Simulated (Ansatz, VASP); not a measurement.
# Sc2SnS in VASP and in Ansatz

```xyz
4
Lattice="3.5419 0.0000 0.0000 -1.7710 3.0674 0.0000 0.0000 0.0000 7.7506" Properties=species:S:1:pos:R:3 pbc="T T T"
Sc    1.7710    1.0225    2.2552
Sc    1.7710    1.0225    5.4955
Sn    0.0000    0.0000    0.0000
S     0.0000    2.0449    3.8753
```

Alike in both runs: functional PBE; k mesh 18 × 18 × 6; occupations fermi-dirac, width 0.15 eV; no spin polarisation.

Ansatz relaxed the structure, and its values are those at the end. VASP's run is a single point on that final structure, the one shown.

|  | VASP | Ansatz |
| --- | --- | --- |
| version | VASP 6.6.1 | Ansatz 0.2.0 |
| potentials or method | VASP PAW PBE potentials, release 64 (Sc_sv, Sn_d, S), cutoff 500 eV | scalar-relativistic, plane waves, PAW |
| valence electrons in the cell | 42 | 42 |

Ansatz gave:

| Quantity | Value |
| --- | --- |
| gap on the k mesh at the Fermi level (eV) | none |
| pressure (GPa) | 0.0 |
| rms of the force components (eV/Å) | 0.000 |

**Question.** Which values does VASP return?

**Answer.** gap on the k mesh at the Fermi level (eV): none; pressure (GPa): 0.1; rms of the force components (eV/Å): 0.009.

A gap of «none» marks a metal or a gap that the smearing closes. With one functional, cell and mesh, what is left measures potentials, basis and numerics.
